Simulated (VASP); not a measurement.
# Pt (Im-3m) in VASP: a series of runs

Runs on Pt. Level: PBE. Tasks: single point, relaxation of cell and atoms.

All numbers are computed with VASP 6.6.1; they aren't measurements. Logs are shortened: lines on timing, memory, paths and dates and some standing lists are left out, and cuts for length are marked.

### Step 1. The cell of the first run

It takes space group Im-3m (No. 229, cubic). Conventional cell: a = 2.776 Å, b = 2.776 Å, c = 2.776 Å, α = 90.00°, β = 90.00°, γ = 90.00°. Pt (site symmetry m-3m) has 14 Pt at 2.40 to 2.78 Å within 3.2 Å.

This isn't the form of Pt at room conditions, which is fcc.

### Step 2. Single point, PBE

INCAR reads:

```
PREC = Accurate
ENCUT = 520
EDIFF = 1E-6
ISMEAR = -1
SIGMA = 0.05
LREAL = F
LASPH = T
NELM = 60
ALGO = Normal
ISIF = 2
LWAVE = F
LCHARG = F
GGA = PE
NBANDS = 11
```

KPOINTS reads:

```
Automatic mesh
0
Gamma
  19 19 19
```

POSCAR reads:

```
Pt
1.0
   -1.3881139027      1.3881139027      1.3881139027
    1.3881139027     -1.3881139027      1.3881139027
    1.3881139027      1.3881139027     -1.3881139027
Pt
1
Direct
    0.0000000000      0.0000000000      0.0000000000
```

Potentials or basis: VASP PAW PBE potentials, release 64 (Pt).

On the command line:

```sh
$ cat potpaw_PBE.64/Pt/POTCAR > POTCAR
$ mpirun -np 1 vasp_std > vasp.out
```

OUTCAR:

```text
PREC = Accurate
   ENCUT = 520
   EDIFF = 1E-6
   ISMEAR = -1
   LREAL = F
   LASPH = T
   NELM = 60
   ISIF = 2
   GGA = PE

 ion  position               nearest neighbor table
   1  0.000  0.000  0.000-

  LATTYP: Found a body centered cubic cell.
 ALAT       =     2.7762278054

  Lattice vectors:

 A1 = (  -1.3881139027,   1.3881139027,   1.3881139027)
 A2 = (   1.3881139027,  -1.3881139027,   1.3881139027)
 A3 = (   1.3881139027,   1.3881139027,  -1.3881139027)

Analysis of symmetry for initial positions (statically):
=====================================================================
 Subroutine PRICEL returns:
 Original cell was already a primitive cell.

 Routine SETGRP: Setting up the symmetry group for a
 body centered cubic supercell.

 Subroutine GETGRP returns: Found 48 space group operations
 (whereof 48 operations were pure point group operations)
 out of a pool of 48 trial point group operations.

The static configuration has the point symmetry O_h .

Analysis of symmetry for dynamics (positions and initial velocities):
=====================================================================
 Subroutine PRICEL returns:
 Original cell was already a primitive cell.

 Routine SETGRP: Setting up the symmetry group for a
 body centered cubic supercell.

 Subroutine GETGRP returns: Found 48 space group operations
 (whereof 48 operations were pure point group operations)
 out of a pool of 48 trial point group operations.

The dynamic configuration has the point symmetry O_h .

 Subroutine INISYM returns: Found 48 space group operations
 (whereof 48 operations are pure point group operations),
 and found     1 'primitive' translations

----------------------------------------------------------------------------------------

                                     Primitive cell

  volume of cell :      10.6988

  direct lattice vectors                    reciprocal lattice vectors
    -1.388113903  1.388113903  1.388113903     0.000000000  0.360200989  0.360200989
     1.388113903 -1.388113903  1.388113903     0.360200989  0.000000000  0.360200989
     1.388113903  1.388113903 -1.388113903     0.360200989  0.360200989  0.000000000

  length of vectors
     2.404283806  2.404283806  2.404283806     0.509401123  0.509401123  0.509401123

  position of ions in fractional coordinates (direct lattice)
     0.000000000  0.000000000  0.000000000

  ion indices of the primitive-cell ions
   primitive index   ion index
                 1           1

----------------------------------------------------------------------------------------

 KPOINTS: Automatic mesh

Automatic generation of k-mesh.
 Grid dimensions read from file:
 generate k-points for:   19   19   19

 Generating k-lattice:

  Cartesian coordinates                     Fractional coordinates (reciprocal lattice)
     0.000000000  0.018957947  0.018957947     0.052631579  0.000000000  0.000000000
     0.018957947  0.000000000  0.018957947     0.000000000  0.052631579  0.000000000
     0.018957947  0.018957947  0.000000000     0.000000000  0.000000000  0.052631579

  Length of vectors
     0.026810585  0.026810585  0.026810585

  Shift w.r.t. Gamma in fractional coordinates (k-lattice)
     0.000000000  0.000000000  0.000000000

 Subroutine IBZKPT returns following result:
 ===========================================

 Found    220 irreducible k-points:

 Following reciprocal coordinates:
            Coordinates               Weight
  0.000000  0.000000  0.000000      1.000000
  0.052632  0.000000  0.000000     12.000000
  0.105263  0.000000  0.000000     12.000000
  0.157895  0.000000  0.000000     12.000000
  0.210526  0.000000  0.000000     12.000000
  0.263158  0.000000  0.000000     12.000000
[... 16 lines left out ...]
  0.263158  0.105263  0.000000     48.000000
  0.315789  0.105263 -0.000000     48.000000
 [... further k-points ...]
   k-points           NKPTS =    220   k-points in BZ     NKDIM =    220   number of bands    NBANDS=     11
   number of dos      NEDOS =    301   number of ions     NIONS =      1
   total plane-waves  NPLWV =   5832
   dimension x,y,z NGX =    18 NGY =   18 NGZ =   18
   dimension x,y,z NGXF=    36 NGYF=   36 NGZF=   36
   ions per type =               1
   NGX,Y,Z   is equivalent  to a cutoff of  12.45, 12.45, 12.45 a.u.
   NGXF,Y,Z  is equivalent  to a cutoff of  24.89, 24.89, 24.89 a.u.
 SYSTEM =  unknown system
   PREC   = accura    normal or accurate (medium, high low for compatibility)
   ISTART =      0    job   : 0-new  1-cont  2-samecut
   ICHARG =      2    charge: 1-file 2-atom 10-const
   ISPIN  =      1    spin polarized calculation?
   LNONCOLLINEAR =      F non collinear calculations
   LSORBIT =      F    spin-orbit coupling
   LASPH  =      T    aspherical Exc in radial PAW
   ENCUT  =  520.0 eV  38.22 Ry    6.18 a.u.   4.47  4.47  4.47*2*pi/ulx,y,z
   NELM   =     60;   NELMIN=  2; NELMDL= -5     # of ELM steps
   EDIFF  = 0.1E-05   stopping-criterion for ELM
   LREAL  =      F    real-space projection
   EDIFFG = 0.1E-04   stopping-criterion for IOM
   NSW    =      0    number of steps for IOM
   IBRION =     -1    ionic relax: 0-MD 1-quasi-New 2-CG
   NFREE  =      0    steps in history (QN), initial steepest desc. (CG)
   ISIF   =      2    stress and relaxation
   ISYM   =      2    0-nonsym 1-usesym 2-fastsym
   POTIM  = 0.5000    time-step for ionic-motion
   TEBEG  =    0.0;   TEEND  =   0.0 temperature during run
   PSTRESS=    0.0 pullay stress
   NELECT =      10.0000    total number of electrons
   NUPDOWN=      -1.0000    fix difference up-down
   EMIN   =  10.00;   EMAX   =-10.00  energy-range for DOS
   EFERMI =   0.00;   METHOD = LEGACY
   ISMEAR =    -1;   SIGMA  =   0.05  broadening in eV -4-tet -1-fermi 0-gaus
   EFERMI_NEDOS =   21; number of points for ismear=-14 and -15
   IALGO  =     38    algorithm
   IMIX   =      4    mixing-type and parameters
     AMIX     =   0.40;   BMIX     =  1.00
     AMIX_MAG =   1.60;   BMIX_MAG =  1.00
  volume/ion in A,a.u.               =      10.70        72.20
  Fermi-wavevector in a.u.,A,eV,Ry     =   1.600650  3.024790 34.859223  2.562081
  Thomas-Fermi vector in A             =   2.697752
   LORBIT       =      0    0 simple, 1 ext, 2 COOP (PROOUT), +10 PAW based schemes
   GGA     = PE    functional components
   LHFCALC =     F    Hartree Fock is set to
   AEXX    =    0.0000 exact exchange contribution
   IVDW    =     0    specifies the selected vdW correction
   LEPSILON=     F    determine dielectric tensor
   LRPA    =     F    only Hartree local field effects (RPA)
 non-spin polarized calculation
  energy-cutoff  :      520.00
  volume of cell :       10.70
 maximum number of plane-waves:       321
 NGX is ok and might be reduce to    18
   NGX =  9   NGY =  9   NGZ =  9

 number of electron      10.0000003 magnetization

 Free energy of the ion-electron system (eV)
  ---------------------------------------------------
  ext. energy  EPLUGINS =         0.00000000
  ---------------------------------------------------
  free energy    TOTEN  =        -3.19337571 eV

  energy without entropy =       -3.18614300  energy(sigma->0) =       -3.18975936

 E-fermi :  18.7667     XC(G=0): -15.6153

 val. band max:       18.7608149778   @ k =  -0.4737  -0.4737   0.3684
 cond. band min:      18.7667264665   @ k =  -0.2632   0.2632   0.2105
 fundamental gap:      0.0059114887
 Fermi energy:        18.7667228456

 k-point     1 :       0.0000    0.0000    0.0000
  band No.  band energies     occupation
      1       4.6068      2.00000
      2      12.4998      2.00000
      3      12.4998      2.00000
      4      12.4998      2.00000
      5      16.7990      2.00000
      6      16.7990      2.00000
      7      34.8634      0.00000
      8      34.8634      0.00000
      9      34.8634      0.00000
     10      50.1863      0.00000
     11      50.1865      0.00000

 k-point     2 :       0.0526    0.0000    0.0000
  band No.  band energies     occupation
      1       4.7785      2.00000
      2      12.4113      2.00000
      3      12.4936      2.00000
      4      12.6584      2.00000
      5      16.6624      2.00000
      6      16.8020      2.00000
      7      34.9944      0.00000
      8      35.1406      0.00000
      9      35.2205      0.00000
     10      49.0799      0.00000
     11      49.8000      0.00000

 k-point     3 :       0.1053    0.0000    0.0000
  band No.  band energies     occupation
      1       5.2729      2.00000
      2      12.1631      2.00000
      3      12.4617      2.00000
      4      13.1292      2.00000
      5      16.3452      2.00000
      6      16.8163      2.00000
      7      35.3251      0.00000
      8      35.9534      0.00000
      9      36.1514      0.00000
     10      46.8552      0.00000
     11      48.4911      0.00000

 k-point     4 :       0.1579    0.0000    0.0000
  band No.  band energies     occupation
      1       6.0176      2.00000
      2      11.7995      2.00000
      3      12.3933      2.00000
      4      13.8949      2.00000
      5      16.0536      2.00000
      6      16.8538      2.00000
      7      35.6357      0.00000
      8      37.2146      0.00000
      9      37.2519      0.00000
     10      45.0527      0.00000
     11      46.9070      0.00000
[... 239 lines left out ...]
 k-point    22 :       0.2105    0.1053    0.0000
  band No.  band energies     occupation
      1       7.9664      2.00000
      2      11.0400      2.00000
      3      12.0138      2.00000
      4      15.7177      2.00000
      5      17.0012      2.00000
      6      17.4053      2.00000
      7      35.1683      0.00000
      8      36.6559      0.00000
      9      40.0755      0.00000
     10      43.4443      0.00000
     11      45.7363      0.00000

 k-point    23 :       0.2632    0.1053    0.0000
  band No.  band energies     occupation
      1       8.2352      2.00000
      2      10.6673      2.00000
      3      12.7261      2.00000
      4      15.9926      2.00000
      5      17.4904      2.00000
      6      18.6046      1.92474
      7      33.7193      0.00000
      8      35.2376      0.00000
      9      41.4018      0.00000
     10      42.1085      0.00000
     11      47.2483      0.00000

 k-point    24 :       0.3158    0.1053   -0.0000
  band No.  band energies     occupation
      1       8.1628      2.00000
      2      10.3730      2.00000
      3      13.8118      2.00000
      4      16.3633      2.00000
      5      17.6865      2.00000
      6      20.1643      0.00000
      7      32.1001      0.00000
      8      33.6644      0.00000
      9      39.8572      0.00000
     10      43.9136      0.00000
     11      47.3458      0.00000

 [... further k-points ...]

------------------------ aborting loop because EDIFF is reached ----------------------------------------

  FORCE on cell =-STRESS in cart. coord.  units (eV):
  Direction    XX          YY          ZZ          XY          YZ          ZX
  --------------------------------------------------------------------------------------
  -------------------------------------------------------------------------------------
  Total       17.4511372     17.4511372     17.4511372      0.0000000     -0.0000000      0.0000000
  in kB     2613.3586319   2613.3586319   2613.3586319      0.0000000     -0.0000000      0.0000000
  external PRESSURE =    2613.3586319 kB  Pullay stress =       0.0000000 kB

 VOLUME and BASIS-vectors are now :
 -----------------------------------------------------------------------------
  energy-cutoff  :      520.00
  volume of cell :       10.70
      direct lattice vectors                 reciprocal lattice vectors
    -1.388113903  1.388113903  1.388113903     0.000000000  0.360200989  0.360200989
     1.388113903 -1.388113903  1.388113903     0.360200989  0.000000000  0.360200989
     1.388113903  1.388113903 -1.388113903     0.360200989  0.360200989  0.000000000

 POSITION                                       TOTAL-FORCE (eV/Angst)
 -----------------------------------------------------------------------------------
      0.00000      0.00000      0.00000        -0.000000     -0.000000      0.000000
 -----------------------------------------------------------------------------------
    total drift:                               -0.000000      0.000000      0.000000

  FREE ENERGIE OF THE ION-ELECTRON SYSTEM (eV)
  ---------------------------------------------------
  free  energy   TOTEN  =        -3.1933757133 eV

  energy  without entropy=       -3.1861429975  energy(sigma->0) =       -3.18975936
```

Wall time 36 s (1 thread of Intel Xeon 8259CL, shared host); peak memory 0.14 GiB.

Results:

| Property | Result |
| --- | --- |
| Free energy | -3.1934 eV |
| Pressure | 261.3 GPa |
| Band gap on the k mesh | zero (bands 5 and 6 overlap by 4.27 eV) |

Caveat: the cell stands under pressure; spin-orbit coupling is left out, which moves the levels of the heavy elements.

### Step 3. Single point, PBE

INCAR is that of step 2.

KPOINTS is that of step 2.

POSCAR reads:

```
Pt
1.0
   -1.3879771278      1.3879771278      1.3879771278
    1.3879771278     -1.3879771278      1.3879771278
    1.3879771278      1.3879771278     -1.3879771278
Pt
1
Direct
    0.0000000000      0.0000000000      0.0000000000
```

Potentials or basis: VASP PAW PBE potentials, release 64 (Pt).

On the command line:

```sh
$ cat potpaw_PBE.64/Pt/POTCAR > POTCAR
$ mpirun -np 1 vasp_std > vasp.out
```

Run time: 37 s. Hardware: 1 thread of Intel Xeon 8259CL, shared host; peak memory 0.14 GiB.

The run converged. Its results:

- Free energy: -3.1882 eV
- Pressure: 261.7 GPa
- Band gap on the k mesh: zero (bands 5 and 6 overlap by 4.27 eV)

Levels at points of the mesh, in eV from the Fermi level:
```csv
k point,band 2,band 3,band 4,band 5,band 6,band 7,band 8,band 9
"(0.00, 0.00, 0.00)",-6.27,-6.27,-6.27,-1.97,-1.97,16.10,16.10,16.10
```

Caveat: the cell stands under pressure; spin-orbit coupling is left out, which moves the levels of the heavy elements.

[end of part 1 of 2]
